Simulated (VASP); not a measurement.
# Yb (Im-3m) in VASP: further runs

Yb is run at these levels: BLYP; tasks: single point.

Everything below comes from runs of VASP 6.6.1. Logs are shortened: lines on timing, memory, paths and dates and some standing lists are left out, and cuts for length are marked.

### Step 1. The cell of the first run

It takes space group Im-3m (No. 229, cubic). Conventional cell: a = 4.000 Å, b = 4.000 Å, c = 4.000 Å, α = 90.00°, β = 90.00°, γ = 90.00°. Within 4.6 Å of Yb (site symmetry m-3m) lie 14 Yb at 3.46 to 4.00 Å.

### Step 2. Single point, BLYP (volume scaled by 0.88)

INCAR reads:

```
SYSTEM = Yb
PREC     = Accurate       ! precision mode
ENCUT    = 520            ! plane-wave cutoff, eV
EDIFF    = 1E-7           ! SCF threshold, eV
ISMEAR   = -1             ! smearing method
SIGMA    = 0.1            ! smearing width, eV
LREAL    = .False.        ! projectors in reciprocal space
LASPH    = .True.         ! aspherical terms in the spheres
NELM     = 60             ! most SCF steps
ALGO     = Normal         ! electronic algorithm
ISIF     = 2              ! what is computed and relaxed
LWAVE    = .False.        ! write WAVECAR
LCHARG   = .False.        ! write CHGCAR
GGA      = B5             ! functional
ALDAX    = 1.0          
AGGAX    = 1.0          
AGGAC    = 1.0          
ALDAC    = 0.0          
NBANDS   = 18             ! bands
```

KPOINTS reads:

```
Automatic mesh
0
Gamma
  12 12 12
  0 0 0
```

POSCAR reads:

```
Yb
1.0
   -1.9998442864      1.9998442864      1.9998442864
    1.9998442864     -1.9998442864      1.9998442864
    1.9998442864      1.9998442864     -1.9998442864
Yb
1
Direct
    0.0000000000      0.0000000000      0.0000000000
```

Potentials or basis: VASP PAW PBE potentials, release 64 (Yb).

Run with:

```bash
> cat potpaw_PBE.64/Yb/POTCAR > POTCAR
> mpirun -np 1 vasp_std > vasp.out
```

OUTCAR:

```text
SYSTEM = Yb
   PREC = Accurate
   ENCUT = 520
   EDIFF = 1E-7
   ISMEAR = -1
   LREAL = .False.
   LASPH = .True.
   NELM = 60
   ISIF = 2
   GGA = B5

 ion  position               nearest neighbor table
   1  0.000  0.000  0.000-

  LATTYP: Found a body centered cubic cell.
 ALAT       =     3.9996885728

  Lattice vectors:

 A1 = (  -1.9998442864,   1.9998442864,   1.9998442864)
 A2 = (   1.9998442864,  -1.9998442864,   1.9998442864)
 A3 = (   1.9998442864,   1.9998442864,  -1.9998442864)

Analysis of symmetry for initial positions (statically):
=====================================================================
 Subroutine PRICEL returns:
 Original cell was already a primitive cell.

 Routine SETGRP: Setting up the symmetry group for a
 body centered cubic supercell.

 Subroutine GETGRP returns: Found 48 space group operations
 (whereof 48 operations were pure point group operations)
 out of a pool of 48 trial point group operations.

The static configuration has the point symmetry O_h .

Analysis of symmetry for dynamics (positions and initial velocities):
=====================================================================
 Subroutine PRICEL returns:
 Original cell was already a primitive cell.

 Routine SETGRP: Setting up the symmetry group for a
 body centered cubic supercell.

 Subroutine GETGRP returns: Found 48 space group operations
 (whereof 48 operations were pure point group operations)
 out of a pool of 48 trial point group operations.

The dynamic configuration has the point symmetry O_h .

 Subroutine INISYM returns: Found 48 space group operations
 (whereof 48 operations are pure point group operations),
 and found     1 'primitive' translations

----------------------------------------------------------------------------------------

                                     Primitive cell

  volume of cell :      31.9925

  direct lattice vectors                    reciprocal lattice vectors
    -1.999844286  1.999844286  1.999844286     0.000000000  0.250019466  0.250019466
     1.999844286 -1.999844286  1.999844286     0.250019466  0.000000000  0.250019466
     1.999844286  1.999844286 -1.999844286     0.250019466  0.250019466  0.000000000

  length of vectors
     3.463831911  3.463831911  3.463831911     0.353580919  0.353580919  0.353580919

  position of ions in fractional coordinates (direct lattice)
     0.000000000  0.000000000  0.000000000

  ion indices of the primitive-cell ions
   primitive index   ion index
                 1           1

----------------------------------------------------------------------------------------

 KPOINTS: Automatic mesh

Automatic generation of k-mesh.
 Grid dimensions read from file:
 generate k-points for:   12   12   12

 Generating k-lattice:

  Cartesian coordinates                     Fractional coordinates (reciprocal lattice)
     0.000000000  0.020834955  0.020834955     0.083333333  0.000000000  0.000000000
     0.020834955  0.000000000  0.020834955     0.000000000  0.083333333  0.000000000
     0.020834955  0.020834955  0.000000000     0.000000000  0.000000000  0.083333333

  Length of vectors
     0.029465077  0.029465077  0.029465077

  Shift w.r.t. Gamma in fractional coordinates (k-lattice)
     0.000000000  0.000000000  0.000000000

 Subroutine IBZKPT returns following result:
 ===========================================

 Found     72 irreducible k-points:

 Following reciprocal coordinates:
            Coordinates               Weight
  0.000000  0.000000  0.000000      1.000000
  0.083333  0.000000  0.000000     12.000000
  0.166667  0.000000  0.000000     12.000000
  0.250000  0.000000  0.000000     12.000000
  0.333333  0.000000  0.000000     12.000000
  0.416667  0.000000  0.000000     12.000000
[... 16 lines left out ...]
  0.333333  0.083333  0.083333     24.000000
  0.416667  0.083333  0.083333     12.000000
 [... further k-points ...]
   k-points           NKPTS =     72   k-points in BZ     NKDIM =     72   number of bands    NBANDS=     18
   number of dos      NEDOS =    301   number of ions     NIONS =      1
   total plane-waves  NPLWV =  21952
   dimension x,y,z NGX =    28 NGY =   28 NGZ =   28
   dimension x,y,z NGXF=    56 NGYF=   56 NGZF=   56
   ions per type =               1
   NGX,Y,Z   is equivalent  to a cutoff of  13.44, 13.44, 13.44 a.u.
   NGXF,Y,Z  is equivalent  to a cutoff of  26.88, 26.88, 26.88 a.u.
 SYSTEM =  Yb
   PREC   = accura    normal or accurate (medium, high low for compatibility)
   ISTART =      0    job   : 0-new  1-cont  2-samecut
   ICHARG =      2    charge: 1-file 2-atom 10-const
   ISPIN  =      1    spin polarized calculation?
   LNONCOLLINEAR =      F non collinear calculations
   LSORBIT =      F    spin-orbit coupling
   LASPH  =      T    aspherical Exc in radial PAW
   ENCUT  =  520.0 eV  38.22 Ry    6.18 a.u.   6.44  6.44  6.44*2*pi/ulx,y,z
   NELM   =     60;   NELMIN=  2; NELMDL= -5     # of ELM steps
   EDIFF  = 0.1E-06   stopping-criterion for ELM
   LREAL  =      F    real-space projection
   EDIFFG = 0.1E-05   stopping-criterion for IOM
   NSW    =      0    number of steps for IOM
   IBRION =     -1    ionic relax: 0-MD 1-quasi-New 2-CG
   NFREE  =      0    steps in history (QN), initial steepest desc. (CG)
   ISIF   =      2    stress and relaxation
   ISYM   =      2    0-nonsym 1-usesym 2-fastsym
   POTIM  = 0.5000    time-step for ionic-motion
   TEBEG  =    0.0;   TEEND  =   0.0 temperature during run
   PSTRESS=    0.0 pullay stress
   NELECT =      24.0000    total number of electrons
   NUPDOWN=      -1.0000    fix difference up-down
   EMIN   =  10.00;   EMAX   =-10.00  energy-range for DOS
   EFERMI =   0.00;   METHOD = LEGACY
   ISMEAR =    -1;   SIGMA  =   0.10  broadening in eV -4-tet -1-fermi 0-gaus
   EFERMI_NEDOS =   21; number of points for ismear=-14 and -15
   IALGO  =     38    algorithm
   IMIX   =      4    mixing-type and parameters
     AMIX     =   0.40;   BMIX     =  1.00
     AMIX_MAG =   1.60;   BMIX_MAG =  1.00
  volume/ion in A,a.u.               =      31.99       215.90
  Fermi-wavevector in a.u.,A,eV,Ry     =   1.487519  2.811003 30.105768  2.212712
  Thomas-Fermi vector in A             =   2.600669
   LORBIT       =      0    0 simple, 1 ext, 2 COOP (PROOUT), +10 PAW based schemes
   GGA     = B5    functional components
   LHFCALC =     F    Hartree Fock is set to
   AEXX    =    0.0000 exact exchange contribution
   IVDW    =     0    specifies the selected vdW correction
   LEPSILON=     F    determine dielectric tensor
   LRPA    =     F    only Hartree local field effects (RPA)
 non-spin polarized calculation
  energy-cutoff  :      520.00
  volume of cell :       31.99
 maximum number of plane-waves:       887
 NGX is ok and might be reduce to    28
   NGX = 13   NGY = 13   NGZ = 13

 number of electron      24.0000001 magnetization

 Free energy of the ion-electron system (eV)
  ---------------------------------------------------
  ext. energy  EPLUGINS =         0.00000000
  ---------------------------------------------------
  free energy    TOTEN  =        -2.75498209 eV

  energy without entropy =       -2.68622245  energy(sigma->0) =       -2.72060227

 E-fermi :   2.4443     XC(G=0):  -9.5149

 val. band max:        2.4324423502   @ k =  -0.4167   0.5000   0.2500
 cond. band min:       2.5013305325   @ k =   0.3333   0.3333   0.0000
 fundamental gap:      0.0688881823
 Fermi energy:         2.4443158186

 k-point     1 :       0.0000    0.0000    0.0000
  band No.  band energies     occupation
      1     -49.0845      2.00000
      2     -21.3831      2.00000
      3     -21.3831      2.00000
      4     -21.3831      2.00000
      5      -2.8631      2.00000
      6       1.8180      1.99620
[... 10 lines left out ...]
     17       7.3465      0.00000
     18      14.0176      0.00000

 k-point     2 :       0.0833    0.0000    0.0000
  band No.  band energies     occupation
      1     -49.0823      2.00000
      2     -21.4188      2.00000
      3     -21.3943      2.00000
      4     -21.3832      2.00000
      5      -2.6694      2.00000
      6       1.8185      1.99618
[... 10 lines left out ...]
     17       7.3493      0.00000
     18      14.2149      0.00000

 k-point     3 :       0.1667    0.0000    0.0000
  band No.  band energies     occupation
      1     -49.0764      2.00000
      2     -21.5149      2.00000
      3     -21.4248      2.00000
      4     -21.3836      2.00000
      5      -2.1157      2.00000
      6       1.8210      1.99608
[... 10 lines left out ...]
     17       7.3842      0.00000
     18      14.5159      0.00000

 k-point     4 :       0.2500    0.0000    0.0000
  band No.  band energies     occupation
      1     -49.0684      2.00000
      2     -21.6428      2.00000
      3     -21.4661      2.00000
      4     -21.3842      2.00000
      5      -1.2898      2.00000
      6       1.8281      1.99579
[... 10 lines left out ...]
     17       7.5025      0.00000
     18      13.9832      0.00000

 k-point     5 :       0.3333    0.0000    0.0000
  band No.  band energies     occupation
      1     -49.0603      2.00000
      2     -21.7668      2.00000
      3     -21.5069      2.00000
      4     -21.3847      2.00000
      5      -0.3650      2.00000
      6       1.8272      1.99583
[... 10 lines left out ...]
     17       8.2077      0.00000
     18      12.8382      0.00000

 k-point     6 :       0.4167    0.0000    0.0000
  band No.  band energies     occupation
      1     -49.0544      2.00000
      2     -21.8554      2.00000
      3     -21.5366      2.00000
      4     -21.3852      2.00000
      5       0.3640      2.00000
      6       1.8228      1.99601
[... 307 lines left out ...]
 k-point    21 :       0.1667    0.0833    0.0833
  band No.  band energies     occupation
      1     -49.0660      2.00000
      2     -21.6801      2.00000
      3     -21.4541      2.00000
      4     -21.4119      2.00000
      5      -0.9591      2.00000
      6       1.8358      1.99546
[... 10 lines left out ...]
     17       7.6034      0.00000
     18      14.2034      0.00000

 k-point    22 :       0.2500    0.0833    0.0833
  band No.  band energies     occupation
      1     -49.0589      2.00000
      2     -21.7704      2.00000
      3     -21.5090      2.00000
      4     -21.4150      2.00000
      5      -0.0265      2.00000
      6       1.8373      1.99539
[... 10 lines left out ...]
     17       8.7140      0.00000
     18      12.2063      0.00000

 k-point    23 :       0.3333    0.0833    0.0833
  band No.  band energies     occupation
      1     -49.0537      2.00000
      2     -21.8316      2.00000
      3     -21.5526      2.00000
      4     -21.4173      2.00000
      5       0.7388      2.00000
      6       1.8334      1.99557
[... 10 lines left out ...]
     17       9.7440      0.00000
     18      10.8835      0.00000

 k-point    24 :       0.4167    0.0833    0.0833
  band No.  band energies     occupation
      1     -49.0518      2.00000
      2     -21.8531      2.00000
      3     -21.5691      2.00000
      4     -21.4182      2.00000
      5       1.0163      2.00000
      6       1.8314      1.99565
[... 10 lines left out ...]
     17      10.1175      0.00000
     18      10.6010      0.00000

 [... further k-points ...]

------------------------ aborting loop because EDIFF is reached ----------------------------------------

  FORCE on cell =-STRESS in cart. coord.  units (eV):
  Direction    XX          YY          ZZ          XY          YZ          ZX
  --------------------------------------------------------------------------------------
  -------------------------------------------------------------------------------------
  Total        0.6325691      0.6325691      0.6325691      0.0000000      0.0000000     -0.0000000
  in kB       31.6788953     31.6788953     31.6788953      0.0000000      0.0000000     -0.0000000
  external PRESSURE =      31.6788953 kB  Pullay stress =       0.0000000 kB

 VOLUME and BASIS-vectors are now :
 -----------------------------------------------------------------------------
  energy-cutoff  :      520.00
  volume of cell :       31.99
      direct lattice vectors                 reciprocal lattice vectors
    -1.999844286  1.999844286  1.999844286     0.000000000  0.250019466  0.250019466
     1.999844286 -1.999844286  1.999844286     0.250019466  0.000000000  0.250019466
     1.999844286  1.999844286 -1.999844286     0.250019466  0.250019466  0.000000000

 POSITION                                       TOTAL-FORCE (eV/Angst)
 -----------------------------------------------------------------------------------
      0.00000      0.00000      0.00000         0.000000     -0.000000      0.000000
 -----------------------------------------------------------------------------------
    total drift:                               -0.000000     -0.000000      0.000000

  FREE ENERGIE OF THE ION-ELECTRON SYSTEM (eV)
  ---------------------------------------------------
  free  energy   TOTEN  =        -2.7549820881 eV

  energy  without entropy=       -2.6862224533  energy(sigma->0) =       -2.72060227
```

Wall time 68 s (1 thread of Intel Xeon Platinum 8488C (Sapphire Rapids), shared host); peak memory 0.19 GiB.

What came out:

| Property | Result |
| --- | --- |
| Free energy | -2.7550 eV |
| Pressure | 3.2 GPa |
| Band gap on the k mesh | zero (band 12 reaches 2.91 eV, above the bottom of band 13 at 1.99 eV) |

Caveat: the PAW data sets were made with another functional, which shifts forces and pressure a little; spin-orbit coupling is left out, which moves the levels of the heavy elements.

### Step 3. Single point, BLYP (volume scaled by 0.92)

INCAR reads:

```
SYSTEM = Yb
PREC = Accurate ; ENCUT = 520
EDIFF = 1E-6 ; ISMEAR = -1
SIGMA = 0.1 ; LREAL = .FALSE.
LASPH = .TRUE. ; NELM = 60
ALGO = Normal ; ISIF = 2
LWAVE = .FALSE. ; LCHARG = .FALSE.
GGA = B5 ; ALDAX = 1.0
AGGAX = 1.0 ; AGGAC = 1.0
ALDAC = 0.0 ; NBANDS = 18
```

KPOINTS reads:

```
Automatic mesh
0
G
  12 12 12
  0 0 0
```

POSCAR reads:

```
Yb
1.0
   -2.0296971097      2.0296971097      2.0296971097
    2.0296971097     -2.0296971097      2.0296971097
    2.0296971097      2.0296971097     -2.0296971097
Yb
1
Direct
    0.0000000000      0.0000000000      0.0000000000
```

Potentials or basis: VASP PAW PBE potentials, release 64 (Yb).

Run with:

```bash
> cat potpaw_PBE.64/Yb/POTCAR > POTCAR
> mpirun -np 1 vasp_std > vasp.out
```

Run time: 69 s. Hardware: 1 thread of Intel Xeon Platinum 8488C (Sapphire Rapids), shared host; peak memory 0.2 GiB.

The run converged. Its results:

* Free energy: -2.7752 eV
* Pressure: 1.2 GPa
* Band gap on the k mesh: zero (band 12 reaches 2.73 eV, above the bottom of band 13 at 1.84 eV)

Levels at points of the mesh, in eV from the Fermi level:
```
           k point  band 9  band 10  band 11  band 12  band 13  band 14  band 15  band 16
(0.00, 0.00, 0.00)   -0.47    -0.47    -0.47    -0.44     2.79     2.79     2.79     4.76
(0.50, 0.00, 0.00)   -0.50    -0.50    -0.48    -0.46     0.94     1.13     4.52     5.52
(0.50, 0.50, 0.50)   -0.57    -0.57    -0.46    -0.46    -0.46     5.75     5.75     5.75
```

Caveat: the PAW data sets were made with another functional, which shifts forces and pressure a little; spin-orbit coupling is left out, which moves the levels of the heavy elements. Spin polarisation is off, so any magnetic state and its effect on volume and gap are missing.
